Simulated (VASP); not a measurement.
**Si8NO16 (a cell with a defect): single point with PBE**

Crystal: Si8NO16 (a cell with a defect).

```
Si O N
1.0
    -4.17900   -4.17900    0.00000
     4.17900   -4.17900    0.00000
     0.00000    0.00000    5.32980
Si O N
8 16 1
Cartesian
  0.0394 -4.2529 0.0263
  2.0097 -2.1967 1.2066
  0.2490 -4.1408 2.7262
  2.1967 -2.1587 4.0219
  0.0061 -0.0656 -0.0417
  -2.0088 -2.1543 1.3252
  0.0253 -0.0739 2.6233
  -2.0352 -2.1548 4.0047
  1.3316 -2.9832 -0.0707
  0.6177 -0.9547 1.2253
  -1.2215 -5.5172 -0.0220
  3.3805 -3.3575 1.3213
  1.4215 -2.9162 2.6652
  0.8704 -0.8873 3.9585
  -1.7416 -5.0581 2.0748
  3.4211 -3.4565 3.9879
  -2.8335 -3.0015 0.0096
  0.9043 -5.0227 1.3387
  -1.2594 -1.3320 -0.0216
  -0.6101 -3.3024 1.3414
  -2.8600 -2.9609 2.6506
  0.9901 -4.9865 4.0780
  -1.2570 -1.3214 2.6719
  -0.7037 -3.3624 4.0177
  -0.8889 -5.4456 2.9680
```

- Program: VASP 6.6.1
- Task: single point
- Functional: PBE
- Potentials or basis: VASP PAW PBE potentials, release 64 (Si, O, N)
- Cutoff: 520 eV
- k mesh: 2 × 2 × 3
- Occupations: gaussian, width 0.02 eV
- Spin: collinear spin, ferromagnetic start
- Starting moments: [0.0, 0.0, 0.0, 0.0, 0.0, 0.0, 0.0, 0.0, 0.0, 0.0, 0.0, 0.0, 0.0, 0.0, 0.0, 0.0, 0.0, 0.0, 0.0, 0.0, 0.0, 0.0, 0.0, 0.0, 1.0] μB

The pressure is 29.8 GPa. The largest force is 0.331 eV/Å and the band gap on the k mesh is 0.72 eV. The net moment is 1.00 μB per cell and the site moments are Si -0.00, +0.01, -0.01, +0.00; O +0.00, +0.01, +0.04, -0.00, +0.20, +0.02; N +0.44 μB. The valence electrons inside the program's atomic spheres are Si 1.48, 1.58, 1.55, 1.51, 1.46, 1.45; O 5.32, 5.29, 5.27, 5.22, 5.31, 5.28, 5.24, 5.23, 5.26; N 3.94.

Forces on the atoms (eV/Å):
```
Si  -0.003  0.003 -0.024
Si  -0.006  0.000 -0.007
Si  -0.044 -0.023  0.001
Si   0.028  0.018 -0.034
Si   0.000  0.012 -0.003
Si   0.002 -0.014  0.007
Si   0.034  0.001 -0.003
Si  -0.021 -0.017 -0.014
O   -0.022 -0.027 -0.012
O    0.038 -0.028  0.041
O    0.028  0.034  0.013
O   -0.023  0.009 -0.019
O   -0.014 -0.010  0.014
O    0.005 -0.014  0.001
O   -0.208  0.110 -0.226
O   -0.020  0.012 -0.003
O   -0.022 -0.015 -0.004
O    0.014 -0.006  0.007
O    0.010  0.016  0.005
O    0.005  0.001  0.019
O   -0.011 -0.013 -0.002
O    0.018 -0.003 -0.007
O    0.008  0.009  0.002
O   -0.004  0.006 -0.001
N    0.209 -0.062  0.248
```

Stress tensor (GPa, compression positive):
```
31.58  7.48  9.57
 7.48 21.70  0.43
 9.57  0.43 36.16
```

Levels at points of the mesh, in eV from the valence-band top:
Spin up:
```csv
k point,band 64,band 65,band 66,band 67,band 68,band 69,band 70,band 71
"(0.00, 0.00, 0.00)",-1.65,-1.06,-1.02,-0.57,4.92,6.07,6.11,6.57
"(0.50, 0.00, 0.00)",-1.97,-1.56,-0.69,-0.63,6.05,6.24,6.78,7.02
"(0.00, 0.50, 0.00)",-1.90,-1.35,-0.70,-0.50,5.90,5.96,6.82,6.98
"(0.50, 0.50, 0.00)",-1.67,-1.64,-0.90,-0.41,6.77,6.83,7.02,7.23
```
Spin down:
```csv
k point,band 62,band 63,band 64,band 65,band 66,band 67,band 68,band 69,band 70,band 71
"(0.00, 0.00, 0.00)",-2.22,-1.78,-1.57,-0.94,-0.83,0.75,4.94,6.10,6.13,6.58
"(0.50, 0.00, 0.00)",-2.36,-1.98,-1.85,-1.51,-0.50,0.72,6.05,6.28,6.80,7.03
"(0.00, 0.50, 0.00)",-2.28,-2.15,-1.86,-1.28,-0.55,0.88,5.92,5.99,6.84,6.99
"(0.50, 0.50, 0.00)",-2.09,-2.03,-1.63,-1.55,-0.69,0.93,6.79,6.86,7.03,7.24
```

Run time: 6.2 min on 1 thread of Intel(R) Xeon(R) Platinum 8488C (Sapphire Rapids) (shared host), peak memory 0.44 GiB.

Caveat: the k points lie up to 0.53 Å⁻¹ apart.
